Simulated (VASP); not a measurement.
Write the native input for VASP 6.6.1 that does the following.

```
Task                   : single point
Functional             : PBE
Potentials or basis    : VASP PAW PBE potentials, release 64 (Ca_sv, Tl_d, Rh_pv)
Cutoff                 : 500 eV
k mesh                 : 3 × 3 × 4
Occupations            : gaussian, width 0.1 eV
Spin                   : collinear spin, ferromagnetic start
Starting moments       : [0.0, 0.0, 0.0, 0.0, 0.0, 0.0, 0.0, 0.0, 1.0, 1.0] μB
Dipole correction      : no
Further INCAR settings : ALGO = Normal; EDIFF = 1e-06; NBANDS = 73
```

The structure of Ca3TlRh lies in POSCAR:

```
Ca3TlRh
1.0
    8.4045101549      0.0000000000      0.0000000000
   -4.2022550774      7.2785193005      0.0000000000
    0.0000000000      0.0000000000      4.8561603927
Ca Tl Rh
6 2 2
Direct
    0.7212090227      0.6369656816      0.2500000000
    0.3630343184      0.0842433411      0.2500000000
    0.9157566589      0.2787909773      0.2500000000
    0.2787909773      0.3630343184      0.7500000000
    0.6369656816      0.9157566589      0.7500000000
    0.0842433411      0.7212090227      0.7500000000
    0.6666666667      0.3333333333      0.7500000000
    0.3333333333      0.6666666667      0.2500000000
    0.0000000000      0.0000000000      0.5000000000
    0.0000000000      0.0000000000      0.0000000000
```

These files were run (other wordings do the same):

INCAR

```
PREC     = Accurate       # precision mode
ENCUT    = 500            # plane-wave cutoff, eV
EDIFF    = 1E-6           # SCF threshold, eV
ISMEAR   = 0              # smearing method
SIGMA    = 0.1            # smearing width, eV
LREAL    = False          # projectors in reciprocal space
LASPH    = True           # aspherical terms in the spheres
NELM     = 200            # most SCF steps
ALGO     = Normal         # electronic algorithm
ISIF     = 2              # what is computed and relaxed
LWAVE    = False          # write WAVECAR
LCHARG   = False          # write CHGCAR
ISPIN    = 2              # spin polarisation
MAGMOM   = 0 0 0 0 0 0 0 0 1 1 # initial moments
LORBIT   = 11             # projections on sites
LMAXMIX  = 4              # l up to which the mixer works
GGA      = PE             # functional
NBANDS   = 73             # bands
GGA_COMPAT= False
```

KPOINTS

```
regular mesh
0
Gamma
  3 3 4
```

Potentials or basis: VASP PAW PBE potentials, release 64 (Ca_sv, Tl_d, Rh_pv).

Launch:

```bash
$ cat potpaw_PBE.64/Ca_sv/POTCAR potpaw_PBE.64/Tl_d/POTCAR potpaw_PBE.64/Rh_pv/POTCAR > POTCAR
$ mpirun -np 1 vasp_std > vasp.out
```

Results of the run:

The pressure is 0.0 GPa, the largest force is 0.030 eV/Å and the band gap on the k mesh is zero (filled and empty bands overlap). The net moment is 0.01 μB per cell and the valence electrons inside the program's atomic spheres are Ca 8.12; Tl 11.32; Rh 13.88.

Caveat: spin-orbit coupling is left out, which moves the levels of the heavy elements.

It took 9.1 min on 1 thread of Intel Xeon 8259CL (shared host), peak memory 0.63 GiB.
